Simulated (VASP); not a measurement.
## RbAsPd3: single point with PBE

Crystal: RbAsPd3.

```
Rb As Pd
1.0
     4.86310    0.00000    0.00000
     0.00000    4.86310    0.00000
     0.00000    0.00000    4.86310
Rb As Pd
1 1 3
Direct
  0.00000 0.00000 0.00000
  0.50000 0.50000 0.50000
  0.00000 0.50000 0.50000
  0.50000 0.00000 0.50000
  0.50000 0.50000 0.00000
```

```yaml
Program: VASP 6.6.1
Task: single point
Functional: PBE
Potentials_or_basis: VASP PAW PBE potentials, release 64 (Rb_sv, As, Pd)
Cutoff: 520 eV
k_mesh: 4 × 4 × 4
Occupations: gaussian, width 0.1 eV
Spin: no spin polarisation
```

```
Pressure               : 0.3 GPa
Band gap on the k mesh : zero (band 22 reaches 4.81 eV, above the bottom of band 23 at 3.38 eV)
```

Levels at points of the mesh, in eV from the Fermi level:
```
           k point  band 18  band 19  band 20  band 21  band 22  band 23  band 24  band 25  band 26  band 27
(0.00, 0.00, 0.00)    -1.58    -1.58    -1.19    -1.19    -1.19    -0.91     2.59     2.82     2.82     7.02
(0.50, 0.00, 0.00)    -1.45    -1.45    -1.30    -1.19    -0.09    -0.09     2.55     3.52     4.29     5.50
(0.50, 0.50, 0.00)    -1.69    -1.54    -1.31    -0.10    -0.10     0.93     1.02     2.00     4.66     4.66
(0.50, 0.50, 0.50)    -1.10    -1.10    -1.10     0.52     0.52     0.52     2.18     2.18     2.18     7.59
```

Wall time 21 s on 1 thread of Intel(R) Xeon(R) Platinum 8488C (Sapphire Rapids) (shared host), peak memory 0.21 GiB.
